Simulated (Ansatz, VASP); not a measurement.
## C in VASP and in Ansatz

```
C
1.0
     1.22805   -2.12706    0.00000
     1.22805    2.12706    0.00000
     0.00000    0.00000    7.17327
C
4
Direct
  0.08338 0.91662 0.75314
  0.58338 0.41662 0.24686
  0.91662 0.08338 0.24686
  0.41662 0.58338 0.75314
```

Alike in both runs: task relaxation of cell and atoms; functional PBEsol; k mesh 12 × 12 × 4; occupations gaussian, width 0.15 eV; no spin polarisation.

|  | VASP | Ansatz |
| --- | --- | --- |
| version | VASP 6.6.1 | Ansatz 0.2.0 |
| potentials or method | VASP PAW PBE potentials, release 64 (C), cutoff 600 eV | plane waves, PAW |
| valence electrons in the cell | 16 | 16 |

Ansatz gave:

```
relaxed volume (Å³/atom)                                                      : 9.53
relaxed length of the cell vector where the two differ most in proportion (Å) : 7.280
```

**Question.** Which values does VASP return?

**Answer.** Relaxed volume (Å³/atom): 9.40; relaxed length of the cell vector where the two differ most in proportion (Å): 7.172.

VASP's potentials were made for PBE, not for PBEsol. Ansatz's warnings: stress scf threshold loose.
